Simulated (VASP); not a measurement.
# Sn (Fm-3m) in VASP: a series of runs

Sn is run at these levels: RPBE; tasks: single point.

Everything below comes from runs of VASP 6.6.1. Logs are shortened: lines on timing, memory, paths and dates and some standing lists are left out, and cuts for length are marked.

## Step 1: The cell of the first run

The structure is cubic, space group Fm-3m (No. 225). The conventional cell has a = 4.806 Å, b = 4.806 Å, c = 4.806 Å, α = 90.00°, β = 90.00°, γ = 90.00°. Within 4.5 Å of Sn (site symmetry m-3m) lie 12 Sn at 3.40 Å.

This isn't the form of Sn at room conditions, which is tetragonal (white tin).

## Step 2: Single point, RPBE (27.75 Å³/atom)

INCAR reads:

```
SYSTEM = Sn
ALGO = Normal
EDIFF = 1E-6
ENCUT = 520
GGA = RP
ISIF = 2
ISMEAR = -1
LASPH = .True.
LCHARG = .False.
LREAL = .False.
LWAVE = .False.
NBANDS = 13
NELM = 60
PREC = Accurate
SIGMA = 0.1
```

KPOINTS reads:

```
k-points
0
Gamma
  13 13 13
  0 0 0
```

POSCAR reads:

```
Sn
1.0
    0.0000000000      2.4028568844      2.4028568844
    2.4028568844      0.0000000000      2.4028568844
    2.4028568844      2.4028568844      0.0000000000
Sn
1
Direct
    0.0000000000      0.0000000000      0.0000000000
```

Potentials or basis: VASP PAW PBE potentials, release 64 (Sn_d).

Started as:

```
> cat potpaw_PBE.64/Sn_d/POTCAR > POTCAR
> mpirun -np 1 vasp_std > vasp.out
```

OUTCAR:

```text
SYSTEM = Sn
   EDIFF = 1E-6
   ENCUT = 520
   GGA = RP
   ISIF = 2
   ISMEAR = -1
   LASPH = .True.
   LREAL = .False.
   NELM = 60
   PREC = Accurate

 ion  position               nearest neighbor table
   1  0.000  0.000  0.000-

  LATTYP: Found a face centered cubic cell.
 ALAT       =     4.8057137688

  Lattice vectors:

 A1 = (   0.0000000000,   2.4028568844,   2.4028568844)
 A2 = (   2.4028568844,   0.0000000000,   2.4028568844)
 A3 = (   2.4028568844,   2.4028568844,   0.0000000000)

Analysis of symmetry for initial positions (statically):
=====================================================================
 Subroutine PRICEL returns:
 Original cell was already a primitive cell.

 Routine SETGRP: Setting up the symmetry group for a
 face centered cubic supercell.

 Subroutine GETGRP returns: Found 48 space group operations
 (whereof 48 operations were pure point group operations)
 out of a pool of 48 trial point group operations.

The static configuration has the point symmetry O_h .

Analysis of symmetry for dynamics (positions and initial velocities):
=====================================================================
 Subroutine PRICEL returns:
 Original cell was already a primitive cell.

 Routine SETGRP: Setting up the symmetry group for a
 face centered cubic supercell.

 Subroutine GETGRP returns: Found 48 space group operations
 (whereof 48 operations were pure point group operations)
 out of a pool of 48 trial point group operations.

The dynamic configuration has the point symmetry O_h .

 Subroutine INISYM returns: Found 48 space group operations
 (whereof 48 operations are pure point group operations),
 and found     1 'primitive' translations

----------------------------------------------------------------------------------------

                                     Primitive cell

  volume of cell :      27.7469

  direct lattice vectors                    reciprocal lattice vectors
     0.000000000  2.402856884  2.402856884    -0.208085635  0.208085635  0.208085635
     2.402856884  0.000000000  2.402856884     0.208085635 -0.208085635  0.208085635
     2.402856884  2.402856884  0.000000000     0.208085635  0.208085635 -0.208085635

  length of vectors
     3.398152794  3.398152794  3.398152794     0.360414892  0.360414892  0.360414892

  position of ions in fractional coordinates (direct lattice)
     0.000000000  0.000000000  0.000000000

  ion indices of the primitive-cell ions
   primitive index   ion index
                 1           1

----------------------------------------------------------------------------------------

 KPOINTS: k-points

Automatic generation of k-mesh.
 Grid dimensions read from file:
 generate k-points for:   13   13   13

 Generating k-lattice:

  Cartesian coordinates                     Fractional coordinates (reciprocal lattice)
    -0.016006587  0.016006587  0.016006587     0.076923077  0.000000000  0.000000000
     0.016006587 -0.016006587  0.016006587     0.000000000  0.076923077  0.000000000
     0.016006587  0.016006587 -0.016006587     0.000000000  0.000000000  0.076923077

  Length of vectors
     0.027724222  0.027724222  0.027724222

  Shift w.r.t. Gamma in fractional coordinates (k-lattice)
     0.000000000  0.000000000  0.000000000

 Subroutine IBZKPT returns following result:
 ===========================================

 Found     84 irreducible k-points:

 Following reciprocal coordinates:
            Coordinates               Weight
  0.000000  0.000000  0.000000      1.000000
  0.076923  0.000000  0.000000      8.000000
  0.153846  0.000000  0.000000      8.000000
  0.230769  0.000000  0.000000      8.000000
  0.307692  0.000000  0.000000      8.000000
  0.384615  0.000000  0.000000      8.000000
[... 16 lines left out ...]
  0.384615  0.153846  0.000000     24.000000
  0.461538  0.153846  0.000000     24.000000
 [... further k-points ...]
   k-points           NKPTS =     84   k-points in BZ     NKDIM =     84   number of bands    NBANDS=     13
   number of dos      NEDOS =    301   number of ions     NIONS =      1
   total plane-waves  NPLWV =  21952
   dimension x,y,z NGX =    28 NGY =   28 NGZ =   28
   dimension x,y,z NGXF=    56 NGYF=   56 NGZF=   56
   ions per type =               1
   NGX,Y,Z   is equivalent  to a cutoff of  13.70, 13.70, 13.70 a.u.
   NGXF,Y,Z  is equivalent  to a cutoff of  27.40, 27.40, 27.40 a.u.
 SYSTEM =  Sn
   PREC   = accura    normal or accurate (medium, high low for compatibility)
   ISTART =      0    job   : 0-new  1-cont  2-samecut
   ICHARG =      2    charge: 1-file 2-atom 10-const
   ISPIN  =      1    spin polarized calculation?
   LNONCOLLINEAR =      F non collinear calculations
   LSORBIT =      F    spin-orbit coupling
   LASPH  =      T    aspherical Exc in radial PAW
   ENCUT  =  520.0 eV  38.22 Ry    6.18 a.u.   6.32  6.32  6.32*2*pi/ulx,y,z
   NELM   =     60;   NELMIN=  2; NELMDL= -5     # of ELM steps
   EDIFF  = 0.1E-05   stopping-criterion for ELM
   LREAL  =      F    real-space projection
[... 7 lines left out ...]
   TEBEG  =    0.0;   TEEND  =   0.0 temperature during run
   PSTRESS=    0.0 pullay stress
   NELECT =      14.0000    total number of electrons
   NUPDOWN=      -1.0000    fix difference up-down
   EMIN   =  10.00;   EMAX   =-10.00  energy-range for DOS
   EFERMI =   0.00;   METHOD = LEGACY
   ISMEAR =    -1;   SIGMA  =   0.10  broadening in eV -4-tet -1-fermi 0-gaus
   EFERMI_NEDOS =   21; number of points for ismear=-14 and -15
   IALGO  =     38    algorithm
   IMIX   =      4    mixing-type and parameters
     AMIX     =   0.40;   BMIX     =  1.00
     AMIX_MAG =   1.60;   BMIX_MAG =  1.00
  volume/ion in A,a.u.               =      27.75       187.24
  Fermi-wavevector in a.u.,A,eV,Ry     =   1.303306  2.462891 23.110932  1.698606
  Thomas-Fermi vector in A             =   2.434316
   LORBIT       =      0    0 simple, 1 ext, 2 COOP (PROOUT), +10 PAW based schemes
   GGA     = RP    functional components
   LHFCALC =     F    Hartree Fock is set to
   AEXX    =    0.0000 exact exchange contribution
   IVDW    =     0    specifies the selected vdW correction
   LEPSILON=     F    determine dielectric tensor
   LRPA    =     F    only Hartree local field effects (RPA)
 non-spin polarized calculation
  energy-cutoff  :      520.00
  volume of cell :       27.75
 maximum number of plane-waves:       763
 NGX is ok and might be reduce to    28
   NGX = 13   NGY = 13   NGZ = 13

 number of electron      14.0000001 magnetization

 Free energy of the ion-electron system (eV)
  ---------------------------------------------------
  ext. energy  EPLUGINS =         0.00000000
  ---------------------------------------------------
  free energy    TOTEN  =        -3.42341525 eV

  energy without entropy =       -3.40539005  energy(sigma->0) =       -3.41440265

 E-fermi :   8.0573     XC(G=0): -10.1879

 val. band max:        7.9706004881   @ k =   0.3846   0.2308   0.0000
 cond. band min:       8.1232114541   @ k =   0.3077   0.0769   0.0000
 fundamental gap:      0.1526109661
 Fermi energy:         8.0572625364

 k-point     1 :       0.0000    0.0000    0.0000
  band No.  band energies     occupation
      1     -13.6163      2.00000
      2     -13.6163      2.00000
      3     -13.6163      2.00000
      4     -13.5453      2.00000
      5     -13.5453      2.00000
      6      -2.9645      2.00000
      7      15.5960      0.00000
      8      15.5960      0.00000
      9      15.5960      0.00000
     10      18.5386      0.00000
     11      19.6842      0.00000
     12      19.6842      0.00000
     13      19.6842      0.00000

 k-point     2 :       0.0769    0.0000    0.0000
  band No.  band energies     occupation
      1     -13.6159      2.00000
      2     -13.6118      2.00000
      3     -13.6118      2.00000
      4     -13.5455      2.00000
      5     -13.5455      2.00000
      6      -2.8446      2.00000
      7      14.3164      0.00000
      8      15.4066      0.00000
      9      15.4066      0.00000
     10      17.9876      0.00000
     11      20.0127      0.00000
     12      20.0127      0.00000
     13      21.0790      0.00000

 k-point     3 :       0.1538    0.0000    0.0000
  band No.  band energies     occupation
      1     -13.6150      2.00000
      2     -13.6022      2.00000
      3     -13.6022      2.00000
      4     -13.5428      2.00000
      5     -13.5428      2.00000
      6      -2.4846      2.00000
      7      11.9611      0.00000
      8      14.9833      0.00000
      9      14.9833      0.00000
     10      17.6680      0.00000
     11      20.6587      0.00000
     12      20.6587      0.00000
     13      21.5215      0.00000

 k-point     4 :       0.2308    0.0000    0.0000
  band No.  band energies     occupation
      1     -13.6141      2.00000
      2     -13.5975      2.00000
      3     -13.5975      2.00000
      4     -13.5302      2.00000
      5     -13.5302      2.00000
      6      -1.8852      2.00000
      7       9.5551      0.00000
      8      14.5284      0.00000
      9      14.5284      0.00000
     10      17.4921      0.00000
     11      20.2146      0.00000
     12      20.2146      0.00000
     13      20.5524      0.00000

 k-point     5 :       0.3077    0.0000    0.0000
  band No.  band energies     occupation
      1     -13.6138      2.00000
      2     -13.6006      2.00000
      3     -13.6006      2.00000
      4     -13.5084      2.00000
      5     -13.5084      2.00000
      6      -1.0526      2.00000
      7       7.3100      1.99886
      8      14.1448      0.00000
      9      14.1448      0.00000
     10      17.4443      0.00000
     11      19.4238      0.00000
     12      19.4238      0.00000
     13      19.6010      0.00000

 k-point     6 :       0.3846    0.0000    0.0000
  band No.  band energies     occupation
      1     -13.6140      2.00000
      2     -13.6060      2.00000
      3     -13.6060      2.00000
      4     -13.4874      2.00000
      5     -13.4874      2.00000
      6      -0.0169      2.00000
      7       5.3139      2.00000
      8      13.8750      0.00000
      9      13.8750      0.00000
     10      17.5389      0.00000
     11      18.8163      0.00000
     12      18.8512      0.00000
     13      18.8512      0.00000

 k-point     7 :       0.4615    0.0000    0.0000
  band No.  band energies     occupation
      1     -13.6143      2.00000
      2     -13.6096      2.00000
      3     -13.6096      2.00000
      4     -13.4749      2.00000
      5     -13.4749      2.00000
      6       1.0430      2.00000
      7       3.7691      2.00000
      8      13.7367      0.00000
      9      13.7367      0.00000
     10      17.7861      0.00000
     11      18.2201      0.00000
     12      18.5574      0.00000
     13      18.5574      0.00000
[... 193 lines left out ...]
 k-point    20 :       0.1538    0.1538    0.0000
  band No.  band energies     occupation
      1     -13.6337      2.00000
      2     -13.5825      2.00000
      3     -13.5825      2.00000
      4     -13.5637      2.00000
      5     -13.5313      2.00000
      6      -2.3245      2.00000
      7      13.4702      0.00000
      8      13.4702      0.00000
      9      13.5477      0.00000
     10      16.2083      0.00000
     11      18.2925      0.00000
     12      22.7136      0.00000
     13      22.7208      0.00000

 k-point    21 :       0.2308    0.1538    0.0000
  band No.  band energies     occupation
      1     -13.6381      2.00000
      2     -13.5782      2.00000
      3     -13.5697      2.00000
      4     -13.5599      2.00000
      5     -13.5209      2.00000
      6      -1.8845      2.00000
      7      11.3529      0.00000
      8      12.8734      0.00000
      9      13.4447      0.00000
     10      16.2432      0.00000
     11      17.3695      0.00000
     12      22.6280      0.00000
     13      23.3845      0.00000

 k-point    22 :       0.3077    0.1538    0.0000
  band No.  band energies     occupation
      1     -13.6361      2.00000
      2     -13.5867      2.00000
      3     -13.5675      2.00000
      4     -13.5417      2.00000
      5     -13.5017      2.00000
      6      -1.2072      2.00000
      7       9.0914      0.00006
      8      12.4728      0.00000
      9      12.8056      0.00000
     10      15.9778      0.00000
     11      18.1068      0.00000
     12      22.3606      0.00000
     13      22.5083      0.00000

 k-point    23 :       0.3846    0.1538    0.0000
  band No.  band energies     occupation
      1     -13.6312      2.00000
      2     -13.5916      2.00000
      3     -13.5720      2.00000
      4     -13.5244      2.00000
      5     -13.4824      2.00000
      6      -0.3054      2.00000
      7       6.9764      1.99996
      8      12.0531      0.00000
      9      12.2935      0.00000
     10      15.6251      0.00000
     11      19.5808      0.00000
     12      21.5827      0.00000
     13      22.1119      0.00000

 k-point    24 :       0.4615    0.1538    0.0000
  band No.  band energies     occupation
      1     -13.6270      2.00000
      2     -13.5915      2.00000
      3     -13.5777      2.00000
      4     -13.5098      2.00000
      5     -13.4720      2.00000
      6       0.7650      2.00000
      7       5.1327      2.00000
      8      11.3653      0.00000
      9      12.3477      0.00000
     10      15.5426      0.00000
     11      20.5256      0.00000
     12      20.8324      0.00000
     13      22.2648      0.00000

 [... further k-points ...]
[... 5 lines left out ...]
  --------------------------------------------------------------------------------------
  -------------------------------------------------------------------------------------
  Total        0.3138119      0.3138119      0.3138119      0.0000000     -0.0000000      0.0000000
  in kB       18.1203382     18.1203382     18.1203382      0.0000000     -0.0000000      0.0000000
  external PRESSURE =      18.1203382 kB  Pullay stress =       0.0000000 kB

 VOLUME and BASIS-vectors are now :
 -----------------------------------------------------------------------------
  energy-cutoff  :      520.00
  volume of cell :       27.75
      direct lattice vectors                 reciprocal lattice vectors
     0.000000000  2.402856884  2.402856884    -0.208085635  0.208085635  0.208085635
     2.402856884  0.000000000  2.402856884     0.208085635 -0.208085635  0.208085635
     2.402856884  2.402856884  0.000000000     0.208085635  0.208085635 -0.208085635

 POSITION                                       TOTAL-FORCE (eV/Angst)
 -----------------------------------------------------------------------------------
      0.00000      0.00000      0.00000         0.000000      0.000000      0.000000
 -----------------------------------------------------------------------------------
    total drift:                               -0.000000     -0.000000     -0.000000

  FREE ENERGIE OF THE ION-ELECTRON SYSTEM (eV)
  ---------------------------------------------------
  free  energy   TOTEN  =        -3.4234152495 eV

  energy  without entropy=       -3.4053900508  energy(sigma->0) =       -3.41440265
```

It took 47 s on 1 thread of Intel Xeon 8259CL, shared host; peak memory 0.17 GiB.

Results:

| Property | Result |
| --- | --- |
| Free energy | -3.4234 eV |
| Pressure | 1.8 GPa |
| Band gap on the k mesh | zero (bands 7 and 8 overlap by 9.49 eV) |

Levels at points of the mesh, in eV from the Fermi level:
| k point | band 3 | band 4 | band 5 | band 6 | band 7 | band 8 | band 9 | band 10 | band 11 | band 12 |
| --- | --- | --- | --- | --- | --- | --- | --- | --- | --- | --- |
| (0.00, 0.00, 0.00) | -21.67 | -21.60 | -21.60 | -11.02 | 7.54 | 7.54 | 7.54 | 10.48 | 11.63 | 11.63 |

Caveat: the PAW data sets were made with another functional, which shifts forces and pressure a little; spin-orbit coupling is left out, which moves the levels of the heavy elements.

## Step 3: Single point, RPBE (28.90 Å³/atom)

This run uses another cell than the first one, of 28.90 Å³/atom.

INCAR reads:

```
SYSTEM = Sn
PREC     = Accurate       ! precision mode
ENCUT    = 520            ! plane-wave cutoff, eV
EDIFF    = 1E-6           ! SCF threshold, eV
ISMEAR   = -1             ! smearing method
SIGMA    = 0.1            ! smearing width, eV
LREAL    = .False.        ! projectors in reciprocal space
LASPH    = .True.         ! aspherical terms in the spheres
NELM     = 80             ! most SCF steps
ALGO     = Normal         ! electronic algorithm
ISIF     = 2              ! what is computed and relaxed
LWAVE    = .False.        ! write WAVECAR
LCHARG   = .False.        ! write CHGCAR
GGA      = RP             ! functional
NBANDS   = 13             ! bands
```

KPOINTS reads:

```
Automatic mesh
0
Gamma
  13 13 13
  0 0 0
```

POSCAR reads:

```
Sn
1.0
    0.0000000000      2.4357768229      2.4357768229
    2.4357768229      0.0000000000      2.4357768229
    2.4357768229      2.4357768229      0.0000000000
Sn
1
Direct
    0.0000000000      0.0000000000      0.0000000000
```

Potentials or basis: VASP PAW PBE potentials, release 64 (Sn_d).

Started as:

```
> cat potpaw_PBE.64/Sn_d/POTCAR > POTCAR
> mpirun -np 1 vasp_std > vasp.out
```

Run time: 33 s. Hardware: 1 thread of Intel Xeon 8259CL, shared host; peak memory 0.17 GiB.

Results (log left out):

- Free energy: -3.4298 eV
- Pressure: -0.1 GPa
- Band gap on the k mesh: zero (bands 7 and 8 overlap by 9.07 eV)

Levels at points of the mesh, in eV from the Fermi level:
```
           k point  band 5  band 6  band 7  band 8  band 9  band 10
(0.00, 0.00, 0.00)  -21.59  -10.73    7.21    7.21    7.21    10.43
```

Caveat: the PAW data sets were made with another functional, which shifts forces and pressure a little; spin-orbit coupling is left out, which moves the levels of the heavy elements.

## Step 4: Single point, RPBE (30.06 Å³/atom)

This run uses another cell than the first one, of 30.06 Å³/atom.

INCAR reads:

```
PREC     = Accurate       # precision mode
ENCUT    = 520            # plane-wave cutoff, eV
EDIFF    = 1E-6           # SCF threshold, eV
ISMEAR   = -1             # smearing method
SIGMA    = 0.1            # smearing width, eV
LREAL    = F              # projectors in reciprocal space
LASPH    = T              # aspherical terms in the spheres
NELM     = 100            # most SCF steps
ALGO     = Normal         # electronic algorithm
ISIF     = 2              # what is computed and relaxed
LWAVE    = F              # write WAVECAR
LCHARG   = F              # write CHGCAR
GGA      = RP             # functional
NBANDS   = 13             # bands
```

KPOINTS reads:

```
regular mesh
0
Gamma
  13 13 13
```

POSCAR reads:

```
Sn
1.0
    0.0000000000      2.4678301937      2.4678301937
    2.4678301937      0.0000000000      2.4678301937
    2.4678301937      2.4678301937      0.0000000000
Sn
1
Direct
    0.0000000000      0.0000000000      0.0000000000
```

Started as:

```
> cat potpaw_PBE.64/Sn_d/POTCAR > POTCAR
> mpirun -np 1 vasp_std > vasp.out
```

It took 34 s on 1 thread of Intel Xeon 8259CL, shared host; peak memory 0.17 GiB.

Results (log left out):

```
Free energy            : -3.4241 eV
Pressure               : -1.6 GPa
Band gap on the k mesh : zero (bands 7 and 8 overlap by 8.68 eV)
```

Levels at points of the mesh, in eV from the Fermi level:
```csv
k point,band 4,band 5,band 6,band 7,band 8,band 9,band 10,band 11
"(0.00, 0.00, 0.00)",-21.59,-21.59,-10.47,6.90,6.90,6.90,10.38,11.16
```

Caveat: the PAW data sets were made with another functional, which shifts forces and pressure a little; spin-orbit coupling is left out, which moves the levels of the heavy elements.

(Part 1 of 2 ends here.)
